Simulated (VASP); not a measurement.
A run of VASP 6.6.1 is set up as follows.

The input INCAR:

```
SYSTEM = Be2Sb
  PREC = Accurate
  ENCUT = 600
  EDIFF = 1E-6
  ISMEAR = 0
  SIGMA = 0.1
  LREAL = .False.
  LASPH = .True.
  NELM = 80
  ALGO = Normal
  ISIF = 3
  LWAVE = .False.
  LCHARG = .False.
  GGA = PE
  IBRION = 2
  NSW = 100
  EDIFFG = -0.01
```

The input KPOINTS:

```
Automatic mesh
0
Gamma
  12 12 14
  0 0 0
```

Contents of POSCAR:

```
Be2Sb
1.0
    3.7712245768      0.0000000000      0.0000000000
   -1.8856122884      3.2659762869      0.0000000000
    0.0000000000      0.0000000000      3.5505119889
Be Sb
2 1
Direct
    0.3333333333      0.6666666667      0.5000000000
    0.6666666667      0.3333333333      0.5000000000
    0.0000000000      0.0000000000      0.0000000000
```

Potentials or basis: VASP PAW PBE potentials, release 64 (Be, Sb).

Run with:

```sh
$ cat potpaw_PBE.64/Be/POTCAR potpaw_PBE.64/Sb/POTCAR > POTCAR
$ mpirun -np 1 vasp_std > vasp.out
```

Task: Predict the relaxed volume.

Result: 14.53 Å³/atom.

Task: Predict the relaxed cell.

Result: a = 3.739 Å, b = 3.739 Å, c = 3.599 Å, α = 90.00°, β = 90.00°, γ = 120.00°.

Final structure:
```cif
data_structure
_symmetry_space_group_name_H-M 'P 1'
_symmetry_Int_Tables_number 1
_cell_length_a 3.7391
_cell_length_b 3.7391
_cell_length_c 3.5989
_cell_angle_alpha 90.000
_cell_angle_beta 90.000
_cell_angle_gamma 120.000
_cell_volume 43.58
loop_
_atom_site_label
_atom_site_type_symbol
_atom_site_fract_x
_atom_site_fract_y
_atom_site_fract_z
_atom_site_occupancy
Be1 Be 0.33333 0.66667 0.50000 1
Be2 Be 0.66667 0.33333 0.50000 1
Sb1 Sb 0.00000 0.00000 0.00000 1
```
